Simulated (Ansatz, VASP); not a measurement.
## WS2 in VASP and in Ansatz

INCAR

```
PREC = Accurate ; ENCUT = 520
EDIFF = 1E-6 ; ISMEAR = 0
SIGMA = 0.05 ; LREAL = False
LASPH = True ; NELM = 80
ALGO = Normal ; ISIF = 2
LWAVE = False ; LCHARG = False
GGA = PS ; NBANDS = 20
```

File KPOINTS:

```
Automatic mesh
0
Gamma
  12 12 12
```

Contents of POSCAR:

```
WS2
1.0
    1.5535281819      0.8969299140      6.3670992685
   -1.5535281819      0.8969299140      6.3670992685
    0.0000000000     -1.7938598280      6.3670992685
W S
1 2
Direct
    0.0000000000      0.0000000000      0.0000000000
    0.7503000000      0.7503000000      0.7503000000
    0.5810000000      0.5810000000      0.5810000000
```

Input for Ansatz:

```yaml
crystal:
  lattice:
    - [1.5535281819, 0.896929914, 6.3670992685]
    - [-1.5535281819, 0.896929914, 6.3670992685]
    - [0.0, -1.793859828, 6.3670992685]
  atoms:
    - { symbol: W, position: [0.0, 0.0, 0.0] }
    - { symbol: S, position: [0.7503, 0.7503, 0.7503] }
    - { symbol: S, position: [0.581, 0.581, 0.581] }
basis:
  ecutwfc: 650.0
kpoints:
  mp_grid: { grid: [12, 12, 12] }
hamiltonian:
  xc: pbesol
scf:
  occupations: { method: gaussian, width: 0.05 }
output:
  forces: true
  stress: true
  eigenvalues: true
  write_density: true
  write_potential: true
  elf: true
  volumetric_format: npy
```

Alike in both runs: task single point; functional PBEsol; k mesh 12 × 12 × 12; occupations gaussian, width 0.05 eV; no spin polarisation.

|  | VASP | Ansatz |
| --- | --- | --- |
| version | VASP 6.6.1 | Ansatz 0.2.0 |
| potentials or method | VASP PAW PBE potentials, release 64 (W_sv, S), cutoff 520 eV | scalar-relativistic, plane waves, PAW |
| valence electrons in the cell | 26 | 26 |

VASP gave:

```
gap on the k mesh at the Fermi level (eV)                     : 1.15
least direct gap on the mesh (eV)                             : 2.23
pressure (GPa)                                                : -0.9
traceless stress, the component that is largest in VASP (GPa) : -5.35
rms of the force components (eV/Å)                            : 0.399
```

Estimate Ansatz's values.

gap on the k mesh at the Fermi level (eV): 1.13; least direct gap on the mesh (eV): 2.22; pressure (GPa): -1.1; traceless stress, the component that is largest in VASP (GPa): -5.37; rms of the force components (eV/Å): 0.407.

VASP's potentials were made for PBE, not for PBEsol. Atom by atom the forces differ by 0.010 eV/Å (rms over components). With one functional, cell and mesh, what is left measures potentials, basis and numerics.

Spin-orbit coupling is off throughout.
